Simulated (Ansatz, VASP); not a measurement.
**TlOF in VASP and in Ansatz**

INCAR

```
SYSTEM = TlOF
PREC     = Accurate       ! precision mode
ENCUT    = 1010           ! plane-wave cutoff, eV
EDIFF    = 1E-6           ! SCF threshold, eV
ISMEAR   = 0              ! smearing method
SIGMA    = 0.01           ! smearing width, eV
LREAL    = .False.        ! projectors in reciprocal space
LASPH    = .True.         ! aspherical terms in the spheres
NELM     = 120            ! most SCF steps
ALGO     = Normal         ! electronic algorithm
ISIF     = 2              ! what is computed and relaxed
LWAVE    = .False.        ! write WAVECAR
LCHARG   = .False.        ! write CHGCAR
GGA      = PE             ! functional
NBANDS   = 35             ! bands
GGA_COMPAT= .False.      
NELMDL   = -8
```

File KPOINTS:

```
Automatic mesh
0
Gamma
  1 1 1
  0 0 0
```

File POSCAR:

```
TlOF
1.0
   11.8900000000      0.0000000000      0.0000000000
    0.0000000000      9.0000000000      0.0000000000
    0.0000000000      0.0000000000     15.9500000000
Tl O F
2 2 2
Direct
    0.5157367500      0.5000000000      0.5968087800
    0.4840235500      0.5000000000      0.4030476500
    0.6212918400      0.5000000000      0.4971260200
    0.3784693000      0.5000000000      0.5027310300
    0.4723086600      0.5000000000      0.7177247600
    0.5274524800      0.5000000000      0.2821316600
```

Input for Ansatz:

```yaml
crystal:
  lattice:
    - [11.89, 0.0, 0.0]
    - [0.0, 9.0, 0.0]
    - [0.0, 0.0, 15.95]
  atoms:
    - { symbol: Tl, position: [0.51573675, 0.5, 0.59680878] }
    - { symbol: Tl, position: [0.48402355, 0.5, 0.40304765] }
    - { symbol: O, position: [0.62129184, 0.5, 0.49712602] }
    - { symbol: O, position: [0.3784693, 0.5, 0.50273103] }
    - { symbol: F, position: [0.47230866, 0.5, 0.71772476] }
    - { symbol: F, position: [0.52745248, 0.5, 0.28213166] }
basis:
  ecutwfc: 420
  ecutrho_ratio: 4
kpoints:
  mp_grid: { grid: [1, 1, 1] }
hamiltonian:
  xc: pbe
scf:
  occupations: { method: gaussian, width: 0.01 }
output:
  forces: true
  eigenvalues: true
  populations: true
```

Alike in both runs: task single point; functional PBE; k mesh 1 × 1 × 1; occupations gaussian, width 0.01 eV; no spin polarisation.

|  | VASP | Ansatz |
| --- | --- | --- |
| version | VASP 6.6.1 | Ansatz 0.2.0 |
| potentials or method | VASP PAW PBE potentials, release 64 (Tl_d, O_h, F_h), cutoff 1010 eV | scalar-relativistic, plane waves, PAW |
| valence electrons in the cell | 52 | 52 |

|  | VASP | Ansatz | Ansatz less VASP |
| --- | --- | --- | --- |
| gap on the k mesh at the Fermi level (eV) | 2.00 | 2.01 | +0.011 |
| rms of the force components (eV/Å) | 0.112 | 0.091 | -0.0204 |

Atom by atom the forces differ by 0.022 eV/Å (rms over components). Ansatz's warnings: structure snapped to symmetry.

Neither program's run includes spin-orbit coupling.
